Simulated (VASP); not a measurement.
# CoO (R3m) in VASP: further runs

The runs below take CoO through single point, relaxation of cell and atoms, with PBE+U.

Program: VASP 6.6.1. These are calculated values, not measurements. Logs are shortened: lines on timing, memory, paths and dates and some standing lists are left out, and cuts for length are marked.

## Step 1: The cell of the first run

It takes space group R3m (No. 160, trigonal). The conventional cell has a = 3.273 Å, b = 3.273 Å, c = 7.921 Å, α = 90.00°, β = 90.00°, γ = 120.00°. Co (site symmetry 3m) has 4 O at 1.96 to 2.01 Å within 2.6 Å. Within 2.6 Å of O (site symmetry 3m) lie 4 Co at 1.96 to 2.01 Å.

## Step 2: Single point, PBE+U, collinear spin, antiferromagnetic start

Input file INCAR:

```
SYSTEM = CoO
PREC     = Accurate       ! precision mode
ENCUT    = 520            ! plane-wave cutoff, eV
EDIFF    = 1E-6           ! SCF threshold, eV
ISMEAR   = 0              ! smearing method
SIGMA    = 0.02           ! smearing width, eV
LREAL    = .False.        ! projectors in reciprocal space
LASPH    = .True.         ! aspherical terms in the spheres
NELM     = 150            ! most SCF steps
ALGO     = Normal         ! electronic algorithm
ISIF     = 2              ! what is computed and relaxed
LWAVE    = .False.        ! write WAVECAR
LCHARG   = .False.        ! write CHGCAR
ISPIN    = 2              ! spin polarisation
MAGMOM   = -2.64 2.64 0 0 ! initial moments
LORBIT   = 11             ! projections on sites
LMAXMIX  = 4              ! l up to which the mixer works
LDAU     = .True.         ! DFT+U
LDAUTYPE = 2            
LDAUL    = 2 -1           ! shell
LDAUU    = 3.32 0         ! U, eV
LDAUJ    = 0 0          
LDAUPRINT= 1            
GGA      = PE             ! functional
NBANDS   = 27             ! bands
```

Input file KPOINTS:

```
Automatic mesh
0
Gamma
  12 12 12
  0 0 0
```

Input file POSCAR:

```
CoO
1.0
    1.6366325902      0.9449102665      5.2804280761
   -1.6366325902      0.9449102665      5.2804280761
    0.0000000000     -1.8898205330      5.2804280761
Co O
2 2
Direct
    0.9994848541      0.9994848541      0.9994848541
    0.4994850003      0.4994850003      0.4994850003
    0.3755147050      0.3755147050      0.3755147050
    0.8755147906      0.8755147906      0.8755147906
```

Potentials or basis: VASP PAW PBE potentials, release 64 (Co, O).

Launch:

```bash
> cat potpaw_PBE.64/Co/POTCAR potpaw_PBE.64/O/POTCAR > POTCAR
> mpirun -np 1 vasp_std > vasp.out
```

OUTCAR:

```text
SYSTEM = CoO
   PREC = Accurate
   ENCUT = 520
   EDIFF = 1E-6
   ISMEAR = 0
   LREAL = .False.
   LASPH = .True.
   NELM = 150
   ISIF = 2
   ISPIN = 2
   LORBIT = 11
   GGA = PE

 ion  position               nearest neighbor table
   1  0.999  0.999  0.999-   4 1.96   3 2.01   3 2.01   3 2.01
   2  0.499  0.499  0.499-   3 1.96   4 2.01   4 2.01   4 2.01
   3  0.376  0.376  0.376-   2 1.96   1 2.01   1 2.01   1 2.01
   4  0.876  0.876  0.876-   1 1.96   2 2.01   2 2.01   2 2.01

  LATTYP: Found a trigonal (rhomboedric) cell.
 ALAT       =     5.6084170952
 COS(alpha) =     0.8296854400

  Lattice vectors:

 A1 = (   1.6366325902,   0.9449102665,   5.2804280761)
 A2 = (  -1.6366325902,   0.9449102665,   5.2804280761)
 A3 = (   0.0000000000,  -1.8898205330,   5.2804280761)

Analysis of symmetry for initial positions (statically):
=====================================================================
 Subroutine PRICEL returns following result:

  LATTYP: Found a trigonal (rhomboedric) cell.
 ALAT       =     3.2468698839
 COS(alpha) =     0.4918369072
[... 12 lines left out ...]
 Subroutine GETGRP returns: Found  6 space group operations
 (whereof  6 operations were pure point group operations)
 out of a pool of 12 trial point group operations.

The static configuration has the point symmetry C_3v.

Analysis of symmetry for dynamics (positions and initial velocities):
=====================================================================
 Subroutine PRICEL returns following result:

  LATTYP: Found a trigonal (rhomboedric) cell.
 ALAT       =     3.2468698839
 COS(alpha) =     0.4918369072
[... 12 lines left out ...]
 Subroutine GETGRP returns: Found  6 space group operations
 (whereof  6 operations were pure point group operations)
 out of a pool of 12 trial point group operations.

The dynamic configuration has the point symmetry C_3v.

Analysis of structural, dynamic, and magnetic symmetry:
=====================================================================
 Subroutine PRICEL returns following result:

  LATTYP: Found a trigonal (rhomboedric) cell.
 ALAT       =     3.2468698839
 COS(alpha) =     0.4918369072
[... 12 lines left out ...]
 Subroutine GETGRP returns: Found  6 space group operations
 (whereof  6 operations were pure point group operations)
 out of a pool of 12 trial point group operations.

The overall configuration has the point symmetry C_3v.

 Subroutine INISYM returns: Found  6 space group operations
 (whereof  6 operations are pure point group operations),
 and found     2 'primitive' translations

----------------------------------------------------------------------------------------

                                     Primitive cell

  volume of cell :      24.4981

  direct lattice vectors                    reciprocal lattice vectors
     0.000000000  1.889820533  2.640216354    -0.000000179  0.352767080  0.126252353
    -1.636632590 -0.944910267  2.640211722    -0.305505521 -0.176383695  0.126252353
     1.636632590 -0.944910266  2.640216354     0.305505164 -0.176383695  0.126252353

  length of vectors
     3.246869884  3.246866117  3.246869884     0.374678889  0.374679180  0.374678889

  position of ions in fractional coordinates (direct lattice)
     0.998969124  0.998969124  0.998969124
     0.751029069  0.751029069  0.751029069
[... 137 lines left out ...]
 -0.0081  0.0000 -0.0000  0.9711  0.0000
  0.0000 -0.0081 -0.0000  0.0000  0.9783

 occupancies and eigenvectors

  o =  0.1196  v =  0.0000 -0.5981  0.0000  0.0000  0.8014  0.0000  0.0000  0.0000  0.0000  0.0000      0.0000  0.0000  0.0000  0.0000  0.0000  0.0000  0.0000  0.0000  0.0000  0.0000
  o =  0.1196  v = -0.8014  0.0000 -0.0000  0.5981  0.0000  0.0000  0.0000  0.0000  0.0000  0.0000      0.0000  0.0000  0.0000  0.0000  0.0000  0.0000  0.0000  0.0000  0.0000  0.0000
  o =  0.1416  v =  0.0000 -0.0000 -1.0000  0.0000  0.0000  0.0000  0.0000  0.0000  0.0000  0.0000      0.0000  0.0000  0.0000  0.0000  0.0000  0.0000  0.0000  0.0000  0.0000  0.0000
  o =  0.9579  v =  0.0000 -0.8014  0.0000  0.0000 -0.5981  0.0000  0.0000  0.0000  0.0000  0.0000      0.0000  0.0000  0.0000  0.0000  0.0000  0.0000  0.0000  0.0000  0.0000  0.0000
  o =  0.9579  v = -0.5981  0.0000  0.0000 -0.8014 -0.0000  0.0000  0.0000  0.0000  0.0000  0.0000      0.0000  0.0000  0.0000  0.0000  0.0000  0.0000  0.0000  0.0000  0.0000  0.0000
  o =  0.9658  v =  0.0000  0.0000  0.0000  0.0000  0.0000  0.0000  0.8399  0.0000 -0.0000  0.5428      0.0000  0.0000  0.0000  0.0000  0.0000  0.0000  0.0000  0.0000  0.0000  0.0000
  o =  0.9658  v =  0.0000  0.0000  0.0000  0.0000  0.0000  0.5428  0.0000  0.0000  0.8399 -0.0000      0.0000  0.0000  0.0000  0.0000  0.0000  0.0000  0.0000  0.0000  0.0000  0.0000
  o =  0.9750  v =  0.0000  0.0000  0.0000  0.0000  0.0000  0.0000  0.0000 -1.0000  0.0000 -0.0000      0.0000  0.0000  0.0000  0.0000  0.0000  0.0000  0.0000  0.0000  0.0000  0.0000
  o =  0.9836  v =  0.0000  0.0000  0.0000  0.0000  0.0000  0.0000 -0.5428 -0.0000  0.0000  0.8399      0.0000  0.0000  0.0000  0.0000  0.0000  0.0000  0.0000  0.0000  0.0000  0.0000
  o =  0.9836  v =  0.0000  0.0000  0.0000  0.0000  0.0000 -0.8399  0.0000  0.0000  0.5428 -0.0000      0.0000  0.0000  0.0000  0.0000  0.0000  0.0000  0.0000  0.0000  0.0000  0.0000

atom =   2  type =  1  l = 2

 onsite density matrix

spin component  1

  0.9783 -0.0000 -0.0000 -0.0081  0.0000
 -0.0000  0.9711  0.0000 -0.0000 -0.0081
 -0.0000  0.0000  0.9750 -0.0000 -0.0000
 -0.0081 -0.0000 -0.0000  0.9711  0.0000
  0.0000 -0.0081 -0.0000  0.0000  0.9783

spin component  2

  0.4195  0.0000 -0.0000  0.4019  0.0000
  0.0000  0.6580 -0.0000  0.0000  0.4019
 -0.0000 -0.0000  0.1416  0.0000 -0.0000
  0.4019  0.0000  0.0000  0.6580 -0.0000
  0.0000  0.4019 -0.0000 -0.0000  0.4195

 occupancies and eigenvectors

  o =  0.1196  v =  0.0000  0.0000  0.0000  0.0000  0.0000  0.0000 -0.5981  0.0000 -0.0000  0.8014      0.0000  0.0000  0.0000  0.0000  0.0000  0.0000  0.0000  0.0000  0.0000  0.0000
  o =  0.1196  v =  0.0000  0.0000  0.0000  0.0000  0.0000 -0.8014 -0.0000  0.0000  0.5981  0.0000      0.0000  0.0000  0.0000  0.0000  0.0000  0.0000  0.0000  0.0000  0.0000  0.0000
  o =  0.1416  v =  0.0000  0.0000  0.0000  0.0000  0.0000  0.0000 -0.0000 -1.0000 -0.0000  0.0000      0.0000  0.0000  0.0000  0.0000  0.0000  0.0000  0.0000  0.0000  0.0000  0.0000
  o =  0.9579  v =  0.0000  0.0000  0.0000  0.0000  0.0000  0.0000  0.8014 -0.0000  0.0000  0.5981      0.0000  0.0000  0.0000  0.0000  0.0000  0.0000  0.0000  0.0000  0.0000  0.0000
  o =  0.9579  v =  0.0000  0.0000  0.0000  0.0000  0.0000 -0.5981  0.0000 -0.0000 -0.8014  0.0000      0.0000  0.0000  0.0000  0.0000  0.0000  0.0000  0.0000  0.0000  0.0000  0.0000
  o =  0.9658  v =  0.0000 -0.8399 -0.0000  0.0000 -0.5428  0.0000  0.0000  0.0000  0.0000  0.0000      0.0000  0.0000  0.0000  0.0000  0.0000  0.0000  0.0000  0.0000  0.0000  0.0000
  o =  0.9658  v =  0.5428  0.0000  0.0000  0.8399 -0.0000  0.0000  0.0000  0.0000  0.0000  0.0000      0.0000  0.0000  0.0000  0.0000  0.0000  0.0000  0.0000  0.0000  0.0000  0.0000
  o =  0.9750  v =  0.0000  0.0000 -1.0000  0.0000 -0.0000  0.0000  0.0000  0.0000  0.0000  0.0000      0.0000  0.0000  0.0000  0.0000  0.0000  0.0000  0.0000  0.0000  0.0000  0.0000
  o =  0.9836  v =  0.0000  0.5428  0.0000 -0.0000 -0.8399  0.0000  0.0000  0.0000  0.0000  0.0000      0.0000  0.0000  0.0000  0.0000  0.0000  0.0000  0.0000  0.0000  0.0000  0.0000
  o =  0.9836  v = -0.8399  0.0000  0.0000  0.5428 -0.0000  0.0000  0.0000  0.0000  0.0000  0.0000      0.0000  0.0000  0.0000  0.0000  0.0000  0.0000  0.0000  0.0000  0.0000  0.0000

 number of electron      29.9999999 magnetization      -0.0000000

 Free energy of the ion-electron system (eV)
  ---------------------------------------------------
  ext. energy  EPLUGINS =         0.00000000
  ---------------------------------------------------
  free energy    TOTEN  =       -24.45816768 eV

  energy without entropy =      -24.45816768  energy(sigma->0) =      -24.45816768

 E-fermi :   4.7084     XC(G=0): -10.7461

 val. band max:        4.5801234631   @ k =   0.5000   0.5000   0.5000
 cond. band min:       5.6651437950   @ k =   0.0000   0.0000   0.0000
 fundamental gap:      1.0850203318
 Fermi energy:         4.7084483084

 spin component 1

 k-point     1 :       0.0000    0.0000    0.0000
  band No.  band energies     occupation
      1     -13.6697      1.00000
      2     -13.0661      1.00000
      3      -1.0508      1.00000
      4      -1.0508      1.00000
      5      -0.9306      1.00000
      6      -0.4835      1.00000
[... 1433 lines left out ...]
     26      18.5894      0.00000
     27      22.2168      0.00000

 [... further k-points ...]

------------------------ aborting loop because EDIFF is reached ----------------------------------------

  FORCE on cell =-STRESS in cart. coord.  units (eV):
  Direction    XX          YY          ZZ          XY          YZ          ZX
  --------------------------------------------------------------------------------------
  -------------------------------------------------------------------------------------
  Total       -0.4835812     -0.4835812     -0.4602949      0.0000000      0.0000000     -0.0000000
  in kB      -15.8131318    -15.8131318    -15.0516664      0.0000000      0.0000000     -0.0000000
  external PRESSURE =     -15.5593100 kB  Pullay stress =       0.0000000 kB

 VOLUME and BASIS-vectors are now :
 -----------------------------------------------------------------------------
  energy-cutoff  :      520.00
  volume of cell :       49.00
      direct lattice vectors                 reciprocal lattice vectors
     1.636632590  0.944910266  5.280428076     0.305505342  0.176383592  0.063126195
    -1.636632590  0.944910266  5.280428076    -0.305505342  0.176383592  0.063126195
     0.000000000 -1.889820533  5.280428076     0.000000000 -0.352767183  0.063126195

 POSITION                                       TOTAL-FORCE (eV/Angst)
 -----------------------------------------------------------------------------------
      0.00000      0.00000     15.83312         0.000000     -0.000000      0.005564
      0.00000      0.00000      7.91248         0.000000     -0.000000      0.005564
      0.00000      0.00000      5.94864         0.000000      0.000000     -0.005564
      0.00000      0.00000     13.86928        -0.000000      0.000000     -0.005564
 -----------------------------------------------------------------------------------
    total drift:                                0.000000      0.000000     -0.001186

  FREE ENERGIE OF THE ION-ELECTRON SYSTEM (eV)
  ---------------------------------------------------
  free  energy   TOTEN  =       -24.4581676818 eV

  energy  without entropy=      -24.4581676818  energy(sigma->0) =      -24.45816768

 total charge

# of ion       s       p       d       tot
------------------------------------------
    1        0.341   0.408   7.146   7.894
    2        0.341   0.408   7.146   7.894
    3        1.547   3.454   0.000   5.001
    4        1.547   3.454   0.000   5.001
--------------------------------------------------
tot          3.775   7.723  14.292  25.790

 magnetization (x)

# of ion       s       p       d       tot
------------------------------------------
    1       -0.015  -0.042  -2.575  -2.633
    2        0.015   0.042   2.575   2.633
    3       -0.007  -0.074   0.000  -0.081
    4        0.007   0.074   0.000   0.081
--------------------------------------------------
tot          0.000   0.000   0.000   0.000
```

Run time: 12 min. Hardware: 1 thread of Intel Xeon 6975P-C (Granite Rapids), shared host; peak memory 0.55 GiB.

Results:

| Quantity | Value |
| --- | --- |
| Free energy | -24.4582 eV |
| Pressure | -1.6 GPa |
| Largest force | 0.006 eV/Å |
| Band gap on the k mesh | 1.08 eV |
| Net moment | 0.00 μB per cell |
| Site moments | Co -2.63, +2.63; O -0.08, +0.08 μB |
| Valence electrons inside the program's atomic spheres | Co 7.89; O 5.00 |

Forces in eV/Å, atoms in the order of the input:
```
Co   0.000  0.000  0.006
Co   0.000  0.000  0.006
O    0.000  0.000 -0.006
O    0.000  0.000 -0.006
```

Stress tensor (GPa, compression positive):
```
-1.58  0.00  0.00
 0.00 -1.58  0.00
 0.00  0.00 -1.51
```

Eigenvalues of the final occupation matrices:
```
    site  spin  trace               eigenvalues
site 1 d     1   2.30  0.12 0.12 0.14 0.96 0.96
site 1 d     2   4.87  0.97 0.97 0.97 0.98 0.98
site 2 d     1   4.87  0.97 0.97 0.97 0.98 0.98
site 2 d     2   2.30  0.12 0.12 0.14 0.96 0.96
```

## Step 3: Single point, PBE+U, collinear spin, antiferromagnetic start

Input file INCAR:

```
PREC = Accurate
ENCUT = 520
EDIFF = 1E-6
ISMEAR = 0
SIGMA = 0.1
LREAL = F
LASPH = T
NELM = 150
ALGO = Normal
ISIF = 2
LWAVE = F
LCHARG = F
ISPIN = 2
MAGMOM = -2.56 2.56 0 0
LORBIT = 11
LMAXMIX = 4
LDAU = T
LDAUTYPE = 2
LDAUL = 2 -1
LDAUU = 3.32 0
LDAUJ = 0 0
LDAUPRINT = 1
GGA = PE
NBANDS = 27
```

Input file KPOINTS:

```
Automatic mesh
0
Gamma
  6 6 6
```

Input file POSCAR:

```
CoO
1.0
    1.6364179544      0.9447863465      5.2800659790
   -1.6364179544      0.9447863465      5.2800659790
    0.0000000000     -1.8895726930      5.2800659790
Co O
2 2
Direct
    0.9994843051      0.9994843051      0.9994843051
    0.4994845068      0.4994845068      0.4994845068
    0.3755151765      0.3755151765      0.3755151765
    0.8755153616      0.8755153616      0.8755153616
```

Potentials or basis: VASP PAW PBE potentials, release 64 (Co, O).

Launch:

```bash
> cat potpaw_PBE.64/Co/POTCAR potpaw_PBE.64/O/POTCAR > POTCAR
> mpirun -np 1 vasp_std > vasp.out
```

Wall time 3.3 min (1 thread of Intel Xeon Platinum 8488C (Sapphire Rapids), shared host); peak memory 0.33 GiB.

The run converged. Its results:

- Free energy: -24.4578 eV
- Pressure: -1.5 GPa
- Largest force: 0.005 eV/Å
- Band gap on the k mesh: 1.08 eV
- Net moment: 0.00 μB per cell
- Site moments: Co -2.63, +2.63; O -0.08, +0.08 μB
- Valence electrons inside the program's atomic spheres: Co 7.89; O 5.00

Forces in eV/Å, atoms in the order of the input:
```
Co   0.000  0.000  0.005
Co   0.000  0.000  0.005
O    0.000  0.000 -0.005
O    0.000  0.000 -0.005
```

Levels at points of the mesh, in eV from the valence-band top:
Spin up:
| k point | band 12 | band 13 | band 14 | band 15 | band 16 | band 17 | band 18 | band 19 |
| --- | --- | --- | --- | --- | --- | --- | --- | --- |
| (0.00, 0.00, 0.00) | -1.34 | -1.31 | -0.18 | -0.18 | 1.08 | 3.42 | 3.94 | 3.94 |
| (0.50, 0.00, 0.00) | -1.82 | -1.47 | -0.75 | -0.38 | 2.23 | 2.65 | 3.29 | 6.56 |
| (0.50, 0.50, 0.00) | -1.67 | -1.46 | -0.70 | -0.67 | 2.13 | 2.93 | 3.33 | 6.25 |
| (0.50, 0.50, 0.50) | -1.52 | -1.52 | 0.00 | 0.00 | 2.81 | 3.37 | 3.93 | 3.93 |
Spin down:
| k point | band 12 | band 13 | band 14 | band 15 | band 16 | band 17 | band 18 | band 19 |
| --- | --- | --- | --- | --- | --- | --- | --- | --- |
| (0.00, 0.00, 0.00) | -1.34 | -1.31 | -0.18 | -0.18 | 1.08 | 3.42 | 3.94 | 3.94 |
| (0.50, 0.00, 0.00) | -1.82 | -1.47 | -0.75 | -0.38 | 2.23 | 2.65 | 3.29 | 6.56 |
| (0.50, 0.50, 0.00) | -1.67 | -1.46 | -0.70 | -0.67 | 2.13 | 2.93 | 3.33 | 6.25 |
| (0.50, 0.50, 0.50) | -1.52 | -1.52 | 0.00 | 0.00 | 2.81 | 3.37 | 3.93 | 3.93 |

Eigenvalues of the final occupation matrices:
| site | spin | trace | eigenvalues |
| --- | --- | --- | --- |
| site 1 d | 1 | 2.30 | 0.12 0.12 0.14 0.96 0.96 |
| site 1 d | 2 | 4.87 | 0.97 0.97 0.97 0.98 0.98 |
| site 2 d | 1 | 4.87 | 0.97 0.97 0.97 0.98 0.98 |
| site 2 d | 2 | 2.30 | 0.12 0.12 0.14 0.96 0.96 |

A k mesh can miss the band edges. The state reached can hang on the start; a lower one may exist.

(Part 1 of 2 ends here.)
